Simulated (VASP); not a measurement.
# SiO2 (I-42d) in VASP: further runs

Runs on SiO2. Level: r2SCAN. Tasks: single point.

Everything below comes from runs of VASP 6.6.1. Logs are shortened: lines on timing, memory, paths and dates and some standing lists are left out, and cuts for length are marked.

## (1) The cell of the first run

Symmetry: I-42d, No. 122, tetragonal system. Conventional cell: a = 4.946 Å, b = 4.946 Å, c = 7.313 Å, α = 90.00°, β = 90.00°, γ = 90.00°. Si (site symmetry -4) has 4 O at 1.61 Å within 2.1 Å. O (site symmetry 2) has 2 Si at 1.61 Å within 2.1 Å.

## (2) Single point, r2SCAN

POSCAR

```
SiO2
1.0
   -2.4732446449      2.4732446449      3.6563572106
    2.4732446449     -2.4732446449      3.6563572106
    2.4732446449      2.4732446449     -3.6563572106
Si O
2 4
Direct
    0.0000000000      0.0000000000      0.0000000000
    0.7500000000      0.2500000000      0.5000000000
    0.9731664718      0.6250000000      0.8481664718
    0.3750000000      0.2231664718      0.3481664718
    0.7768335282      0.1250000000      0.1518335282
    0.8750000000      0.0268335282      0.6518335282
```

INCAR.step1

```
SYSTEM = SiO2
ALGO = Normal
EDIFF = 1E-4
ENCUT = 520
GGA = PE
ISMEAR = 0
LASPH = .TRUE.
LCHARG = .FALSE.
LREAL = .FALSE.
LWAVE = .TRUE.
NBANDS = 25
NELM = 80
PREC = Accurate
SIGMA = 0.02
```

INCAR.step2

```
SYSTEM = SiO2
ALGO = Normal
EDIFF = 1E-7
ENCUT = 520
ISIF = 2
ISMEAR = 0
ISTART = 1
LASPH = .TRUE.
LCHARG = .FALSE.
LMIXTAU = .TRUE.
LREAL = .FALSE.
LWAVE = .FALSE.
METAGGA = R2SCAN
NBANDS = 25
NELM = 80
PREC = Accurate
SIGMA = 0.02
```

KPOINTS

```
k-points
0
G
  8 8 8
  0 0 0
```

Potentials or basis: VASP PAW PBE potentials, release 64 (Si, O).

Started as:

```console
> cat potpaw_PBE.64/Si/POTCAR potpaw_PBE.64/O/POTCAR > POTCAR
> cp INCAR.step1 INCAR
> mpirun -np 1 vasp_std > vasp.out
> cp INCAR.step2 INCAR
> mpirun -np 1 vasp_std > vasp.out
```

OUTCAR:

```text
SYSTEM = SiO2
   EDIFF = 1E-7
   ENCUT = 520
   ISIF = 2
   ISMEAR = 0
   ISTART = 1
   LASPH = .TRUE.
   LREAL = .FALSE.
   METAGGA = R2SCAN
   NELM = 80
   PREC = Accurate

 ion  position               nearest neighbor table
   1  0.000  0.000  0.000-   3 1.61   4 1.61   5 1.61   6 1.61   2 3.08   2 3.08   2 3.08   2 3.08

   2  0.750  0.250  0.500-   3 1.61   4 1.61   5 1.61   6 1.61   1 3.08   1 3.08   1 3.08   1 3.08

   3  0.973  0.625  0.848-   1 1.61   2 1.61
   4  0.375  0.223  0.348-   1 1.61   2 1.61
   5  0.777  0.125  0.152-   1 1.61   2 1.61
   6  0.875  0.027  0.652-   1 1.61   2 1.61

  LATTYP: Found a body centered tetragonal cell.
 ALAT       =     4.9464892898
 C/A-ratio  =     1.4783645517

  Lattice vectors:

 A1 = (  -2.4732446449,   2.4732446449,   3.6563572106)
 A2 = (   2.4732446449,  -2.4732446449,   3.6563572106)
 A3 = (   2.4732446449,   2.4732446449,  -3.6563572106)

Analysis of symmetry for initial positions (statically):
=====================================================================
 Subroutine PRICEL returns:
 Original cell was already a primitive cell.

 Routine SETGRP: Setting up the symmetry group for a
 body centered tetragonal supercell.

 Subroutine GETGRP returns: Found  8 space group operations
 (whereof  4 operations were pure point group operations)
 out of a pool of 16 trial point group operations.

The static configuration has the point symmetry S_4 .
 The point group associated with its full space group is D_2d.

Analysis of symmetry for dynamics (positions and initial velocities):
=====================================================================
 Subroutine PRICEL returns:
 Original cell was already a primitive cell.

 Routine SETGRP: Setting up the symmetry group for a
 body centered tetragonal supercell.

 Subroutine GETGRP returns: Found  8 space group operations
 (whereof  4 operations were pure point group operations)
 out of a pool of 16 trial point group operations.

The dynamic configuration has the point symmetry S_4 .
 The point group associated with its full space group is D_2d.

 Subroutine INISYM returns: Found  8 space group operations
 (whereof  4 operations are pure point group operations),
 and found     1 'primitive' translations

----------------------------------------------------------------------------------------

                                     Primitive cell

  volume of cell :      89.4629

  direct lattice vectors                    reciprocal lattice vectors
    -2.473244645  2.473244645  3.656357211     0.000000000  0.202163583  0.136748127
     2.473244645 -2.473244645  3.656357211     0.202163583  0.000000000  0.136748127
     2.473244645  2.473244645 -3.656357211     0.202163583  0.202163583  0.000000000

  length of vectors
     5.059923537  5.059923537  5.059923537     0.244070000  0.244070000  0.285902481

  position of ions in fractional coordinates (direct lattice)
     0.000000000  0.000000000  0.000000000
     0.750000000  0.250000000  0.500000000
     0.973166472  0.625000000  0.848166472
     0.375000000  0.223166472  0.348166472
     0.776833528  0.125000000  0.151833528
     0.875000000  0.026833528  0.651833528

  ion indices of the primitive-cell ions
   primitive index   ion index
                 1           1
                 2           2
                 3           3
                 4           4
                 5           5
                 6           6

----------------------------------------------------------------------------------------

 KPOINTS: k-points

Automatic generation of k-mesh.
 Grid dimensions read from file:
 generate k-points for:    8    8    8

 Generating k-lattice:

  Cartesian coordinates                     Fractional coordinates (reciprocal lattice)
     0.000000000  0.025270448  0.017093516     0.125000000  0.000000000  0.000000000
     0.025270448  0.000000000  0.017093516     0.000000000  0.125000000  0.000000000
     0.025270448  0.025270448  0.000000000     0.000000000  0.000000000  0.125000000

  Length of vectors
     0.030508750  0.030508750  0.035737810

  Shift w.r.t. Gamma in fractional coordinates (k-lattice)
     0.000000000  0.000000000  0.000000000

 Subroutine IBZKPT returns following result:
 ===========================================

 Found     59 irreducible k-points:

 Following reciprocal coordinates:
            Coordinates               Weight
  0.000000  0.000000  0.000000      1.000000
  0.125000 -0.000000  0.000000      8.000000
  0.250000 -0.000000  0.000000      8.000000
  0.375000 -0.000000  0.000000      8.000000
  0.500000 -0.000000  0.000000      4.000000
  0.125000  0.125000  0.000000      8.000000
[... 16 lines left out ...]
  0.250000  0.125000  0.125000     16.000000
  0.375000  0.125000  0.125000      8.000000
 [... further k-points ...]
   k-points           NKPTS =     59   k-points in BZ     NKDIM =     59   number of bands    NBANDS=     25
   number of dos      NEDOS =    301   number of ions     NIONS =      6
   total plane-waves  NPLWV =  64000
   dimension x,y,z NGX =    40 NGY =   40 NGZ =   40
   dimension x,y,z NGXF=    80 NGYF=   80 NGZF=   80
   ions per type =               2   4
   NGX,Y,Z   is equivalent  to a cutoff of  13.14, 13.14, 13.14 a.u.
   NGXF,Y,Z  is equivalent  to a cutoff of  26.28, 26.28, 26.28 a.u.
 SYSTEM =  SiO2
   PREC   = accura    normal or accurate (medium, high low for compatibility)
   ISTART =      1    job   : 0-new  1-cont  2-samecut
   ICHARG =      0    charge: 1-file 2-atom 10-const
   ISPIN  =      1    spin polarized calculation?
   LNONCOLLINEAR =      F non collinear calculations
   LSORBIT =      F    spin-orbit coupling
   LASPH  =      T    aspherical Exc in radial PAW
   ENCUT  =  520.0 eV  38.22 Ry    6.18 a.u.   9.41  9.41  9.41*2*pi/ulx,y,z
   NELM   =     80;   NELMIN=  2; NELMDL=  0     # of ELM steps
   EDIFF  = 0.1E-06   stopping-criterion for ELM
   LREAL  =      F    real-space projection
   EDIFFG = 0.1E-05   stopping-criterion for IOM
   NSW    =      0    number of steps for IOM
   IBRION =     -1    ionic relax: 0-MD 1-quasi-New 2-CG
   NFREE  =      0    steps in history (QN), initial steepest desc. (CG)
   ISIF   =      2    stress and relaxation
   ISYM   =      2    0-nonsym 1-usesym 2-fastsym
   POTIM  = 0.5000    time-step for ionic-motion
   TEBEG  =    0.0;   TEEND  =   0.0 temperature during run
   PSTRESS=    0.0 pullay stress
   NELECT =      32.0000    total number of electrons
   NUPDOWN=      -1.0000    fix difference up-down
   EMIN   =  10.00;   EMAX   =-10.00  energy-range for DOS
   EFERMI =   0.00;   METHOD = LEGACY
   ISMEAR =     0;   SIGMA  =   0.02  broadening in eV -4-tet -1-fermi 0-gaus
   EFERMI_NEDOS =   21; number of points for ismear=-14 and -15
   IALGO  =     38    algorithm
   IMIX   =      4    mixing-type and parameters
     AMIX     =   0.40;   BMIX     =  1.00
     AMIX_MAG =   1.60;   BMIX_MAG =  1.00
  volume/ion in A,a.u.               =      14.91       100.62
  Fermi-wavevector in a.u.,A,eV,Ry     =   1.162101  2.196053 18.374381  1.350479
  Thomas-Fermi vector in A             =   2.298666
   LORBIT       =      0    0 simple, 1 ext, 2 COOP (PROOUT), +10 PAW based schemes
   METAGGA = R2SCAN    functional components
   LHFCALC =     F    Hartree Fock is set to
   AEXX    =    0.0000 exact exchange contribution
   IVDW    =     0    specifies the selected vdW correction
   LEPSILON=     F    determine dielectric tensor
   LRPA    =     F    only Hartree local field effects (RPA)
 non-spin polarized calculation
 Gauss-broadening in eV      SIGMA  =   0.02
  energy-cutoff  :      520.00
  volume of cell :       89.46
 maximum number of plane-waves:      2429
 NGX is ok and might be reduce to    40
   NGX = 19   NGY = 19   NGZ = 19

 number of electron      32.0000004 magnetization

 Free energy of the ion-electron system (eV)
  ---------------------------------------------------
  ext. energy  EPLUGINS =         0.00000000
  ---------------------------------------------------
  free energy    TOTEN  =       -59.58833705 eV

  energy without entropy =      -59.58833705  energy(sigma->0) =      -59.58833705

 E-fermi :  -0.7376     XC(G=0):  -8.6120

 val. band max:       -0.8625973623   @ k =   0.0000   0.0000   0.0000
 cond. band min:       5.6925824380   @ k =   0.0000   0.0000   0.0000
 fundamental gap:      6.5551798003
 Fermi energy:        -0.7375978261

 k-point     1 :       0.0000    0.0000    0.0000
  band No.  band energies     occupation
      1     -21.0622      2.00000
      2     -19.0145      2.00000
      3     -19.0145      2.00000
      4     -18.9561      2.00000
      5     -10.1551      2.00000
      6      -6.4664      2.00000
[... 17 lines left out ...]
     24      12.9584      0.00000
     25      13.4793      0.00000

 k-point     2 :       0.1250   -0.0000    0.0000
  band No.  band energies     occupation
      1     -21.0147      2.00000
      2     -19.0802      2.00000
      3     -19.0172      2.00000
      4     -18.9716      2.00000
      5     -10.0339      2.00000
      6      -6.4995      2.00000
[... 17 lines left out ...]
     24      12.9271      0.00000
     25      13.6517      0.00000

 k-point     3 :       0.2500   -0.0000    0.0000
  band No.  band energies     occupation
      1     -20.8834      2.00000
      2     -19.2801      2.00000
      3     -19.0232      2.00000
      4     -18.9831      2.00000
      5      -9.7174      2.00000
      6      -6.6391      2.00000
[... 552 lines left out ...]
 k-point    23 :       0.2500    0.1250    0.1250
  band No.  band energies     occupation
      1     -20.5904      2.00000
      2     -19.6714      2.00000
      3     -19.0344      2.00000
      4     -19.0001      2.00000
      5      -9.0773      2.00000
      6      -7.2431      2.00000
[... 17 lines left out ...]
     24      12.9792      0.00000
     25      13.5736      0.00000

 k-point    24 :       0.3750    0.1250    0.1250
  band No.  band energies     occupation
      1     -20.4882      2.00000
      2     -19.7943      2.00000
      3     -19.0358      2.00000
      4     -19.0050      2.00000
      5      -8.8798      2.00000
      6      -7.3995      2.00000
[... 17 lines left out ...]
     24      13.3243      0.00000
     25      13.7464      0.00000

 [... further k-points ...]

------------------------ aborting loop because EDIFF is reached ----------------------------------------

  FORCE on cell =-STRESS in cart. coord.  units (eV):
  Direction    XX          YY          ZZ          XY          YZ          ZX
  --------------------------------------------------------------------------------------
  -------------------------------------------------------------------------------------
  Total        0.0870737      0.0870737      0.1157448      0.0000000      0.0000000      0.0000000
  in kB        1.5593904      1.5593904      2.0728575      0.0000000      0.0000000      0.0000000
  external PRESSURE =       1.7305461 kB  Pullay stress =       0.0000000 kB

 VOLUME and BASIS-vectors are now :
 -----------------------------------------------------------------------------
  energy-cutoff  :      520.00
  volume of cell :       89.46
      direct lattice vectors                 reciprocal lattice vectors
    -2.473244645  2.473244645  3.656357211     0.000000000  0.202163583  0.136748127
     2.473244645 -2.473244645  3.656357211     0.202163583  0.000000000  0.136748127
     2.473244645  2.473244645 -3.656357211     0.202163583  0.202163583  0.000000000

 POSITION                                       TOTAL-FORCE (eV/Angst)
 -----------------------------------------------------------------------------------
      0.00000      0.00000      0.00000         0.000000     -0.000000      0.000000
     -0.00000      2.47324      1.82818         0.000000     -0.000000      0.000000
      1.23662      2.95882      2.74227         0.000000      0.000693      0.000000
      0.48558      1.23662      0.91409         0.000693     -0.000000      0.000000
     -1.23662      1.98767      2.74227         0.000000     -0.000693     -0.000000
     -0.48558      3.70987      0.91409        -0.000693     -0.000000     -0.000000
 -----------------------------------------------------------------------------------
    total drift:                                0.000012      0.000012     -0.000001

  FREE ENERGIE OF THE ION-ELECTRON SYSTEM (eV)
  ---------------------------------------------------
  free  energy   TOTEN  =       -59.5883370548 eV

  energy  without entropy=      -59.5883370548  energy(sigma->0) =      -59.58833705
```

Run time: 7.2 min. Hardware: 1 thread of Intel Xeon Platinum 8488C (Sapphire Rapids), shared host; peak memory 0.31 GiB.

Results:

```yaml
Free_energy: -59.5883 eV
Pressure: 0.2 GPa
Band_gap_on_the_k_mesh: 6.56 eV
```

Levels at points of the mesh, in eV from the valence-band top:
| k point | band 12 | band 13 | band 14 | band 15 | band 16 | band 17 | band 18 | band 19 | band 20 | band 21 |
| --- | --- | --- | --- | --- | --- | --- | --- | --- | --- | --- |
| (0.00, 0.00, 0.00) | -1.62 | -1.57 | -0.71 | 0.00 | 0.00 | 6.56 | 9.70 | 11.72 | 11.74 | 11.74 |
| (0.50, 0.00, 0.00) | -1.64 | -1.51 | -0.80 | -0.49 | -0.14 | 9.07 | 9.59 | 10.51 | 11.18 | 11.83 |
| (0.50, 0.50, 0.00) | -2.10 | -0.99 | -0.99 | -0.34 | -0.34 | 9.87 | 9.87 | 11.22 | 11.22 | 12.08 |
| (0.50, 0.50, 0.50) | -2.10 | -1.50 | -1.50 | -0.32 | -0.32 | 9.63 | 9.63 | 11.11 | 11.11 | 12.68 |

Caveat: the PAW data sets were made with another functional, which shifts forces and pressure a little. A k mesh can miss the band edges.

## (3) Single point, r2SCAN (14.02 Å³/atom)

This run uses another cell than the first one, of 14.02 Å³/atom.

POSCAR

```
SiO2
1.0
   -2.4010072047      2.4010072047      3.6468984779
    2.4010072047     -2.4010072047      3.6468984779
    2.4010072047      2.4010072047     -3.6468984779
Si O
2 4
Direct
    0.0000000000      0.0000000000      0.0000000000
    0.7500000000      0.2500000000      0.5000000000
    0.9939483781      0.6250000000      0.8689483781
    0.3750000000      0.2439483781      0.3689483781
    0.7560516219      0.1250000000      0.1310516219
    0.8750000000      0.0060516219      0.6310516219
```

INCAR.step1

```
SYSTEM = SiO2
PREC = Accurate
ENCUT = 520
ISMEAR = 0
SIGMA = 0.02
LREAL = .FALSE.
LASPH = .TRUE.
NELM = 80
NBANDS = 25
GGA = PE
ALGO = Normal
EDIFF = 1E-4
LWAVE = .TRUE.
LCHARG = .FALSE.
```

INCAR.step2

```
SYSTEM = SiO2
PREC = Accurate
ENCUT = 520
EDIFF = 1E-6
ISMEAR = 0
SIGMA = 0.02
LREAL = .FALSE.
LASPH = .TRUE.
NELM = 80
ALGO = Normal
ISIF = 2
LWAVE = .FALSE.
LCHARG = .FALSE.
METAGGA = R2SCAN
LMIXTAU = .TRUE.
NBANDS = 25
ISTART = 1
```

KPOINTS

```
regular mesh
0
G
  8 8 8
  0 0 0
```

Potentials or basis: VASP PAW PBE potentials, release 64 (Si, O).

Started as:

```console
> cat potpaw_PBE.64/Si/POTCAR potpaw_PBE.64/O/POTCAR > POTCAR
> cp INCAR.step1 INCAR
> mpirun -np 1 vasp_std > vasp.out
> cp INCAR.step2 INCAR
> mpirun -np 1 vasp_std > vasp.out
```

Wall time 12 min (1 thread of Intel Xeon 8259CL, shared host); peak memory 0.3 GiB.

The run converged. Its results:

| Quantity | Value |
| --- | --- |
| Free energy | -59.5505 eV |
| Pressure | 1.8 GPa |
| Largest force | 0.008 eV/Å |
| Band gap on the k mesh | 6.80 eV |

Forces in eV/Å, atoms in the order of the input:
```
Si   0.000  0.000  0.000
Si   0.000  0.000  0.000
O    0.000  0.008  0.000
O    0.008  0.000  0.000
O    0.000 -0.008  0.000
O   -0.008  0.000  0.000
```

Stress tensor (GPa, compression positive):
```
1.81 0.00 0.00
0.00 1.81 0.00
0.00 0.00 1.74
```

Levels at points of the mesh, in eV from the valence-band top:
| k point | band 12 | band 13 | band 14 | band 15 | band 16 | band 17 | band 18 | band 19 | band 20 | band 21 |
| --- | --- | --- | --- | --- | --- | --- | --- | --- | --- | --- |
| (0.00, 0.00, 0.00) | -1.43 | -1.36 | -0.94 | 0.00 | 0.00 | 6.80 | 9.66 | 12.52 | 12.54 | 12.54 |
| (0.50, 0.00, 0.00) | -1.50 | -1.34 | -0.70 | -0.31 | -0.19 | 9.37 | 10.00 | 10.88 | 11.31 | 12.19 |
| (0.50, 0.50, 0.00) | -1.95 | -0.81 | -0.81 | -0.24 | -0.24 | 10.32 | 10.32 | 11.34 | 11.34 | 12.24 |
| (0.50, 0.50, 0.50) | -1.96 | -1.51 | -1.51 | -0.17 | -0.17 | 9.91 | 9.91 | 10.79 | 10.79 | 13.35 |

Caveat: the PAW data sets were made with another functional, which shifts forces and pressure a little.
